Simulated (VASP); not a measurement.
# CoGe3: relaxation of cell and atoms with PBE

Crystal: CoGe3.

```
CELL_PARAMETERS angstrom
3.99455 0.00000 0.00000
0.00000 3.99455 0.00000
0.00000 0.00000 3.99455
ATOMIC_POSITIONS crystal
Ge 0.00000 0.50000 0.50000
Ge 0.50000 0.00000 0.50000
Ge 0.50000 0.50000 0.00000
Co 0.00000 0.00000 0.00000
```

| Quantity | Value |
| --- | --- |
| Program | VASP 6.6.1 |
| Task | relaxation of cell and atoms |
| Functional | PBE |
| Potentials or basis | VASP PAW PBE potentials, release 64 (Ge_d, Co) |
| Cutoff | 600 eV |
| k mesh | 10 × 10 × 10 |
| Occupations | gaussian, width 0.1 eV |
| Spin | no spin polarisation |
| Dipole correction | no |
| Further INCAR settings | ALGO = Normal; EDIFF = 1e-06; IBRION = 2; EDIFFG = -0.01; NSW = 100; ISIF = 3 |

- Pressure after relaxing: 0.0 GPa
- Band gap on the k mesh: zero (an odd number of electrons rules out a gap without spin polarisation)

Final structure:
```
Ge Co
1.0
     3.99455    0.00000    0.00000
     0.00000    3.99455    0.00000
     0.00000    0.00000    3.99455
Ge Co
3 1
Direct
  0.00000 0.50000 0.50000
  0.50000 0.00000 0.50000
  0.50000 0.50000 0.00000
  0.00000 0.00000 0.00000
```

Levels at points of the mesh, in eV from the Fermi level:
```csv
k point,band 22,band 23,band 24,band 25,band 26,band 27,band 28,band 29
"(0.00, 0.00, 0.00)",-0.91,-0.91,-0.91,-0.19,-0.19,0.51,3.48,3.48
"(0.50, 0.00, 0.00)",-0.87,-0.83,-0.47,-0.47,0.41,0.41,0.68,0.73
"(0.50, 0.50, 0.00)",-0.97,-0.68,-0.67,0.00,0.43,1.24,1.24,2.40
"(0.50, 0.50, 0.50)",-4.91,-0.71,-0.60,-0.60,-0.18,-0.18,-0.18,8.32
```

Wall time 86 s on 1 thread of Intel(R) Xeon(R) 6975P-C (Granite Rapids), on a shared host, peak memory 0.24 GiB.

Caveat: the relaxation stopped at its first step, so nothing moved; the run has no spin polarisation, though such a crystal can be magnetic. Spin polarisation is off, so any magnetic state and its effect on volume and gap are missing.
